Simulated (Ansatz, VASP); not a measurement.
**Two plane-wave programs on CaO**

```
Ca O
1.0
     0.00000    2.35574    2.35574
     2.35574    0.00000    2.35574
     2.35574    2.35574    0.00000
Ca O
1 1
Direct
  0.00000 0.00000 0.00000
  0.50000 0.50000 0.50000
```

Alike in both runs: functional LDA; k mesh 8 × 8 × 8; occupations gaussian, width 0.1 eV; no spin polarisation.

Ansatz relaxed the structure, and its values are those at the end. VASP's run is a single point on that final structure, the one shown.

|  | VASP | Ansatz |
| --- | --- | --- |
| version | VASP 6.6.1 | Ansatz 0.2.0 |
| potentials or method | VASP PAW LDA potentials, release 64 (Ca_sv, O), cutoff 520 eV | scalar-relativistic, plane waves, PAW |
| valence electrons in the cell | 16 | 16 |

|  | VASP | Ansatz | Ansatz less VASP |
| --- | --- | --- | --- |
| gap on the k mesh at the Fermi level (eV) | 3.42 | 3.45 | +0.030 |
| least direct gap on the mesh (eV) | 3.78 | 3.81 | +0.030 |
| pressure (GPa) | 0.7 | -0.3 | -1.04 |

Ansatz warns that its potentials were made for another functional, while VASP's fit it. LDA's correlation is that of Perdew and Zunger in VASP and of Perdew and Wang (1992) in Ansatz.
